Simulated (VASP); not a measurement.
Set up this calculation in VASP 6.6.1, as the native input.

- Task: single point
- Functional: LDA
- Potentials or basis: VASP PAW LDA potentials, release 64 (Ti_sv, Al)
- Cutoff: 520 eV
- k mesh: 9 × 6 × 6
- Occupations: fermi-dirac, width 0.05 eV
- Spin: no spin polarisation
- Dipole correction: no
- Further INCAR settings: ALGO = Normal; EDIFF = 1e-06; NBANDS = 18

The structure of TiAl3 lies in POSCAR:

```
TiAl3
1.0
    2.8206181908      0.0000000000      0.0000000000
    0.0000000000      4.6498451741      0.0000000000
    0.0000000000      0.0000000000      4.8678501230
Ti Al
1 3
Direct
    0.0000000000      0.5000000000      0.1659160000
    0.0000000000      0.0000000000      0.8359000000
    0.5000000000      0.0000000000      0.3309120000
    0.5000000000      0.5000000000      0.6672710000
```

One way to write it, as run:

INCAR

```
PREC = Accurate
ENCUT = 520
EDIFF = 1E-6
ISMEAR = -1
SIGMA = 0.05
LREAL = False
LASPH = True
NELM = 100
ALGO = Normal
ISIF = 2
LWAVE = False
LCHARG = False
NBANDS = 18
```

KPOINTS

```
regular mesh
0
Gamma
  9 6 6
```

Potentials or basis: VASP PAW LDA potentials, release 64 (Ti_sv, Al).

Launch:

```console
$ cat potpaw_LDA.64/Ti_sv/POTCAR potpaw_LDA.64/Al/POTCAR > POTCAR
$ mpirun -np 1 vasp_std > vasp.out
```

It gave:

The pressure is -3.1 GPa, the largest force is 0.077 eV/Å and the band gap on the k mesh is zero (an odd number of electrons rules out a gap without spin polarisation).

Caveat: the cell stands under tension.

It took 35 s on 1 thread of Intel(R) Xeon(R) 6975P-C (Granite Rapids), with other jobs on the host, peak memory 0.21 GiB.
